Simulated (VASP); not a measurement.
Runs of VASP 6.6.1 on MgO. It takes space group Fm-3m (No. 225, cubic). Conventional cell: a = 4.204 Å, b = 4.204 Å, c = 4.204 Å, α = 90.00°, β = 90.00°, γ = 90.00°. Within 2.8 Å of Mg (site symmetry m-3m) lie 6 O at 2.10 Å. O (site symmetry m-3m) has 6 Mg at 2.10 Å within 2.8 Å. 

| level | potentials or basis | k mesh | grid for exact exchange (PRECFOCK) | screening parameter | gap on the mesh (eV) | pressure (GPa) |
| --- | --- | --- | --- | --- | --- | --- |
| PBE | VASP PAW PBE potentials, release 64 (Mg, O) | 6 × 6 × 6 | - | - | 4.78 | 4.9 |
| HSE06 | VASP PAW PBE potentials, release 64 (Mg, O) | 6 × 6 × 6 | Normal | 0.2079 1/Å | 6.50 | (a) |
| PBE | VASP PAW PBE potentials, release 64 (Mg, O) | 8 × 8 × 8 | - | - | 4.78 | 4.9 |
| r2SCAN | VASP PAW PBE potentials, release 64 (Mg, O) | 6 × 6 × 6 | - | - | 5.66 | -1.1 |
| LDA | VASP PAW LDA potentials, release 64 (Mg, O) | 6 × 6 × 6 | - | - | (b) | -6.9 |

Alike in all rows: task single point; no spin polarisation; cell as given; cutoff (eV) 520; smearing gaussian 0.01 eV.

Task: Fill in the values left out.

Result: (a) -0.6; (b) 4.71.

Caveats: some runs use coarse meshes; the PAW data sets were made with another functional, which shifts forces and pressure a little (some runs).

